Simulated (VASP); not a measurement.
Crystal: LuPd.

```
Lu Pd
1.0
     3.41500    0.00000    0.00000
     0.00000    3.41500    0.00000
     0.00000    0.00000    3.41500
Lu Pd
1 1
Direct
  0.00000 0.00000 0.00000
  0.50000 0.50000 0.50000
```

Base run:

```yaml
Program: VASP 6.6.1
Functional: PBEsol
Potentials_or_basis: VASP PAW PBE potentials, release 64 (Lu, Pd)
Cutoff: 520 eV
k_mesh: 10 × 10 × 10
Occupations: fermi-dirac, width 0.1 eV
Spin: no spin polarisation
```

Its results: pressure -2.0 GPa.

The run is repeated on the same cell with these changes: functional from PBEsol to LDA; further incar settings from ALGO = Normal; EDIFF = 1e-06; NBANDS = 24 to ALGO = Normal; EDIFF = 1e-07; NBANDS = 24. What comes out?

Pressure -5.6 GPa.

Caveats: the PAW data sets were made with another functional, which shifts forces and pressure a little.
